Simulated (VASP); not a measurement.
# Ru (P6_3/mmc) in VASP: single point with r2SCAN

Aim: the single point of Ru with r2SCAN.

All numbers are computed with VASP 6.6.1; they aren't measurements. Logs are shortened: lines on timing, memory, paths and dates and some standing lists are left out, and cuts for length are marked.

### 1 The cell of the first run

Symmetry: P6_3/mmc, No. 194, hexagonal system. Conventional cell: a = 2.702 Å, b = 2.702 Å, c = 4.490 Å, α = 90.00°, β = 90.00°, γ = 120.00°. Within 3.6 Å of Ru (site symmetry -6m2) lie 12 Ru at 2.70 to 2.73 Å.

### 2 Single point, r2SCAN (strain +0.0525 x Voigt [0, 0, 1, 0, 0, 0])

Input file POSCAR:

```
Ru
1.0
    2.7023482492      0.0000000000      0.0000000000
   -1.3511741246      2.3403022337      0.0000000000
    0.0000000000      0.0000000000      4.4899287107
Ru
2
Direct
    0.3333333333      0.6666666667      0.2500000000
    0.6666666667      0.3333333333      0.7500000000
```

Input file INCAR.step1:

```
SYSTEM = Ru
ALGO = Normal
EDIFF = 1E-5
ENCUT = 620
GGA = PE
GGA_COMPAT = .FALSE.
ISMEAR = 0
LASPH = .TRUE.
LCHARG = .FALSE.
LREAL = .FALSE.
LWAVE = .TRUE.
NBANDS = 23
NELM = 120
PREC = Accurate
SIGMA = 0.15
```

Input file INCAR.step2:

```
SYSTEM = Ru
ALGO = Normal
EDIFF = 1E-6
ENCUT = 620
GGA_COMPAT = .FALSE.
ISIF = 2
ISMEAR = 0
ISTART = 1
LASPH = .TRUE.
LCHARG = .FALSE.
LMIXTAU = .TRUE.
LREAL = .FALSE.
LWAVE = .FALSE.
METAGGA = R2SCAN
NBANDS = 23
NELM = 120
PREC = Accurate
SIGMA = 0.15
```

Input file KPOINTS:

```
k-points
0
G
  24 24 14
  0 0 0
```

Potentials or basis: VASP PAW PBE potentials, release 64 (Ru_sv).

The run is started by

```console
$ cat potpaw_PBE.64/Ru_sv/POTCAR > POTCAR
$ cp INCAR.step1 INCAR
$ mpirun -np 1 vasp_std > vasp.out
$ cp INCAR.step2 INCAR
$ mpirun -np 1 vasp_std > vasp.out
```

OUTCAR:

```text
SYSTEM = Ru
   EDIFF = 1E-6
   ENCUT = 620
   ISIF = 2
   ISMEAR = 0
   ISTART = 1
   LASPH = .TRUE.
   LREAL = .FALSE.
   METAGGA = R2SCAN
   NELM = 120
   PREC = Accurate

 ion  position               nearest neighbor table
   1  0.333  0.667  0.250-   2 2.73   2 2.73   2 2.73   2 2.73   2 2.73   2 2.73
   2  0.667  0.333  0.750-   1 2.73   1 2.73   1 2.73   1 2.73   1 2.73   1 2.73

  LATTYP: Found a hexagonal cell.
 ALAT       =     2.7023482492
 C/A-ratio  =     1.6614915239

  Lattice vectors:

 A1 = (   2.7023482492,   0.0000000000,   0.0000000000)
 A2 = (  -1.3511741246,   2.3403022337,   0.0000000000)
 A3 = (   0.0000000000,   0.0000000000,   4.4899287107)

Analysis of symmetry for initial positions (statically):
=====================================================================
 Subroutine PRICEL returns:
 Original cell was already a primitive cell.

 Routine SETGRP: Setting up the symmetry group for a
 hexagonal supercell.

 Subroutine GETGRP returns: Found 24 space group operations
 (whereof 12 operations were pure point group operations)
 out of a pool of 24 trial point group operations.

The static configuration has the point symmetry D_3d.
 The point group associated with its full space group is D_6h.

Analysis of symmetry for dynamics (positions and initial velocities):
=====================================================================
 Subroutine PRICEL returns:
 Original cell was already a primitive cell.

 Routine SETGRP: Setting up the symmetry group for a
 hexagonal supercell.

 Subroutine GETGRP returns: Found 24 space group operations
 (whereof 12 operations were pure point group operations)
 out of a pool of 24 trial point group operations.

The dynamic configuration has the point symmetry D_3d.
 The point group associated with its full space group is D_6h.

 Subroutine INISYM returns: Found 24 space group operations
 (whereof 12 operations are pure point group operations),
 and found     1 'primitive' translations

----------------------------------------------------------------------------------------

                                     Primitive cell

  volume of cell :      28.3957

  direct lattice vectors                    reciprocal lattice vectors
     2.702348249  0.000000000  0.000000000     0.370048531  0.213647619  0.000000000
    -1.351174125  2.340302234  0.000000000     0.000000000  0.427295238  0.000000000
     0.000000000  0.000000000  4.489928711     0.000000000  0.000000000  0.222720685

  length of vectors
     2.702348249  2.702348249  4.489928711     0.427295238  0.427295238  0.222720685

  position of ions in fractional coordinates (direct lattice)
     0.333333333  0.666666667  0.250000000
     0.666666667  0.333333333  0.750000000

  ion indices of the primitive-cell ions
   primitive index   ion index
                 1           1
                 2           2

----------------------------------------------------------------------------------------

 KPOINTS: k-points

Automatic generation of k-mesh.
 Grid dimensions read from file:
 generate k-points for:   24   24   14

 Generating k-lattice:

  Cartesian coordinates                     Fractional coordinates (reciprocal lattice)
     0.015418689  0.008901984  0.000000000     0.041666667  0.000000000  0.000000000
     0.000000000  0.017803968  0.000000000     0.000000000  0.041666667  0.000000000
     0.000000000  0.000000000  0.015908620     0.000000000  0.000000000  0.071428571

  Length of vectors
     0.017803968  0.017803968  0.015908620

  Shift w.r.t. Gamma in fractional coordinates (k-lattice)
     0.000000000  0.000000000  0.000000000

 Subroutine IBZKPT returns following result:
 ===========================================

 Found    488 irreducible k-points:

 Following reciprocal coordinates:
            Coordinates               Weight
  0.000000  0.000000  0.000000      1.000000
  0.041667  0.000000  0.000000      6.000000
  0.083333  0.000000  0.000000      6.000000
  0.125000  0.000000  0.000000      6.000000
  0.166667  0.000000  0.000000      6.000000
  0.208333  0.000000  0.000000      6.000000
[... 16 lines left out ...]
  0.416667  0.041667  0.000000     12.000000
  0.458333  0.041667  0.000000     12.000000
 [... further k-points ...]
   k-points           NKPTS =    488   k-points in BZ     NKDIM =    488   number of bands    NBANDS=     23
   number of dos      NEDOS =    301   number of ions     NIONS =      2
   total plane-waves  NPLWV =  20736
   dimension x,y,z NGX =    24 NGY =   24 NGZ =   36
   dimension x,y,z NGXF=    48 NGYF=   48 NGZF=   72
   ions per type =               2
   NGX,Y,Z   is equivalent  to a cutoff of  14.76, 14.76, 13.33 a.u.
   NGXF,Y,Z  is equivalent  to a cutoff of  29.53, 29.53, 26.66 a.u.
 SYSTEM =  Ru
   PREC   = accura    normal or accurate (medium, high low for compatibility)
   ISTART =      1    job   : 0-new  1-cont  2-samecut
   ICHARG =      0    charge: 1-file 2-atom 10-const
   ISPIN  =      1    spin polarized calculation?
   LNONCOLLINEAR =      F non collinear calculations
   LSORBIT =      F    spin-orbit coupling
   LASPH  =      T    aspherical Exc in radial PAW
   ENCUT  =  620.0 eV  45.57 Ry    6.75 a.u.   5.49  5.49  9.12*2*pi/ulx,y,z
   NELM   =    120;   NELMIN=  2; NELMDL=  0     # of ELM steps
   EDIFF  = 0.1E-05   stopping-criterion for ELM
   LREAL  =      F    real-space projection
   EDIFFG = 0.1E-04   stopping-criterion for IOM
   NSW    =      0    number of steps for IOM
   IBRION =     -1    ionic relax: 0-MD 1-quasi-New 2-CG
   NFREE  =      0    steps in history (QN), initial steepest desc. (CG)
   ISIF   =      2    stress and relaxation
   ISYM   =      2    0-nonsym 1-usesym 2-fastsym
   POTIM  = 0.5000    time-step for ionic-motion
   TEBEG  =    0.0;   TEEND  =   0.0 temperature during run
   PSTRESS=    0.0 pullay stress
   NELECT =      32.0000    total number of electrons
   NUPDOWN=      -1.0000    fix difference up-down
   EMIN   =  10.00;   EMAX   =-10.00  energy-range for DOS
   EFERMI =   0.00;   METHOD = LEGACY
   ISMEAR =     0;   SIGMA  =   0.15  broadening in eV -4-tet -1-fermi 0-gaus
   EFERMI_NEDOS =   21; number of points for ismear=-14 and -15
   IALGO  =     38    algorithm
   IMIX   =      4    mixing-type and parameters
     AMIX     =   0.40;   BMIX     =  1.00
     AMIX_MAG =   1.60;   BMIX_MAG =  1.00
  volume/ion in A,a.u.               =      14.20        95.81
  Fermi-wavevector in a.u.,A,eV,Ry     =   1.703625  3.219384 39.488693  2.902337
  Thomas-Fermi vector in A             =   2.783177
   LORBIT       =      0    0 simple, 1 ext, 2 COOP (PROOUT), +10 PAW based schemes
   METAGGA = R2SCAN    functional components
   LHFCALC =     F    Hartree Fock is set to
   AEXX    =    0.0000 exact exchange contribution
   IVDW    =     0    specifies the selected vdW correction
   LEPSILON=     F    determine dielectric tensor
   LRPA    =     F    only Hartree local field effects (RPA)
 non-spin polarized calculation
 Gauss-broadening in eV      SIGMA  =   0.15
  energy-cutoff  :      620.00
  volume of cell :       28.40
 maximum number of plane-waves:      1022
 NGX is ok and might be reduce to    24
   NGX = 11   NGY = 11   NGZ = 19

 number of electron      31.9999997 magnetization

 Free energy of the ion-electron system (eV)
  ---------------------------------------------------
  ext. energy  EPLUGINS =         0.00000000
  ---------------------------------------------------
  free energy    TOTEN  =       -50.80996904 eV

  energy without entropy =      -50.79043865  energy(sigma->0) =      -50.80020384

 E-fermi :  14.1470     XC(G=0): -15.2176

 val. band max:       14.1444643043   @ k =   0.3333   0.1667   0.2857
 cond. band min:      14.1511765952   @ k =   0.0833   0.0417   0.3571
 fundamental gap:      0.0067122909
 Fermi energy:        14.1470204978

 k-point     1 :       0.0000    0.0000    0.0000
  band No.  band energies     occupation
      1     -61.0953      2.00000
      2     -60.9415      2.00000
      3     -30.6942      2.00000
      4     -29.8332      2.00000
      5     -29.8332      2.00000
      6     -29.7450      2.00000
[... 15 lines left out ...]
     22      29.9694      0.00000
     23      31.6255      0.00000

 k-point     2 :       0.0417    0.0000    0.0000
  band No.  band energies     occupation
      1     -61.0927      2.00000
      2     -60.9401      2.00000
      3     -30.6888      2.00000
      4     -29.8471      2.00000
      5     -29.8375      2.00000
      6     -29.7468      2.00000
[... 15 lines left out ...]
     22      30.0818      0.00000
     23      31.7142      0.00000

 k-point     3 :       0.0833    0.0000    0.0000
  band No.  band energies     occupation
      1     -61.0852      2.00000
      2     -60.9361      2.00000
      3     -30.6726      2.00000
      4     -29.8877      2.00000
      5     -29.8499      2.00000
      6     -29.7674      2.00000
[... 15 lines left out ...]
     22      30.3883      0.00000
     23      31.9660      0.00000

 k-point     4 :       0.1250    0.0000    0.0000
  band No.  band energies     occupation
      1     -61.0731      2.00000
      2     -60.9297      2.00000
      3     -30.6463      2.00000
      4     -29.9522      2.00000
      5     -29.8693      2.00000
      6     -29.8330      2.00000
[... 15 lines left out ...]
     22      30.7618      0.00000
     23      32.3242      0.00000

 k-point     5 :       0.1667    0.0000    0.0000
  band No.  band energies     occupation
      1     -61.0571      2.00000
      2     -60.9215      2.00000
      3     -30.6108      2.00000
      4     -30.0362      2.00000
      5     -29.9172      2.00000
      6     -29.8942      2.00000
[... 434 lines left out ...]
 k-point    22 :       0.3750    0.0417    0.0000
  band No.  band energies     occupation
      1     -60.9467      2.00000
      2     -60.8787      2.00000
      3     -30.5543      2.00000
      4     -30.4166      2.00000
      5     -30.3295      2.00000
      6     -30.0485      2.00000
[... 15 lines left out ...]
     22      24.9311      0.00000
     23      28.7513      0.00000

 k-point    23 :       0.4167    0.0417    0.0000
  band No.  band energies     occupation
      1     -60.9335      2.00000
      2     -60.8766      2.00000
      3     -30.6058      2.00000
      4     -30.4636      2.00000
      5     -30.2880      2.00000
      6     -30.0636      2.00000
[... 15 lines left out ...]
     22      25.2363      0.00000
     23      28.1769      0.00000

 k-point    24 :       0.4583    0.0417    0.0000
  band No.  band energies     occupation
      1     -60.9262      2.00000
      2     -60.8760      2.00000
      3     -30.6324      2.00000
      4     -30.4879      2.00000
      5     -30.2636      2.00000
      6     -30.0714      2.00000
[... 15 lines left out ...]
     22      25.6427      0.00000
     23      27.8603      0.00000

 [... further k-points ...]

------------------------ aborting loop because EDIFF is reached ----------------------------------------

  FORCE on cell =-STRESS in cart. coord.  units (eV):
  Direction    XX          YY          ZZ          XY          YZ          ZX
  --------------------------------------------------------------------------------------
  -------------------------------------------------------------------------------------
  Total       -1.3284542     -1.3284542     -5.2271504     -0.0000000     -0.0000000      0.0000000
  in kB      -74.9556659    -74.9556659   -294.9326601     -0.0000000     -0.0000000      0.0000000
  external PRESSURE =    -148.2813306 kB  Pullay stress =       0.0000000 kB

 VOLUME and BASIS-vectors are now :
 -----------------------------------------------------------------------------
  energy-cutoff  :      620.00
  volume of cell :       28.40
      direct lattice vectors                 reciprocal lattice vectors
     2.702348249  0.000000000  0.000000000     0.370048531  0.213647619  0.000000000
    -1.351174125  2.340302234  0.000000000     0.000000000  0.427295238  0.000000000
     0.000000000  0.000000000  4.489928711     0.000000000  0.000000000  0.222720685

 POSITION                                       TOTAL-FORCE (eV/Angst)
 -----------------------------------------------------------------------------------
     -0.00000      1.56020      1.12248        -0.000000      0.000000      0.000000
      1.35117      0.78010      3.36745         0.000000     -0.000000      0.000000
 -----------------------------------------------------------------------------------
    total drift:                                0.000000     -0.000000      0.000000

  FREE ENERGIE OF THE ION-ELECTRON SYSTEM (eV)
  ---------------------------------------------------
  free  energy   TOTEN  =       -50.8099690353 eV

  energy  without entropy=      -50.7904386510  energy(sigma->0) =      -50.80020384
```

Wall time 5.9 min (1 thread of Intel Xeon 6975P-C (Granite Rapids), shared host); peak memory 0.41 GiB.

Results:

* Free energy: -50.8100 eV
* Pressure: -14.8 GPa
* Band gap on the k mesh: zero (bands 16 and 17 overlap by 3.08 eV)

Caveat: the cell differs from its parent crystal (strain +0.0525 x Voigt [0, 0, 1, 0, 0, 0]); the stress differs along the axes, from -29 to -7 GPa; the PAW data sets were made with another functional, which shifts forces and pressure a little.
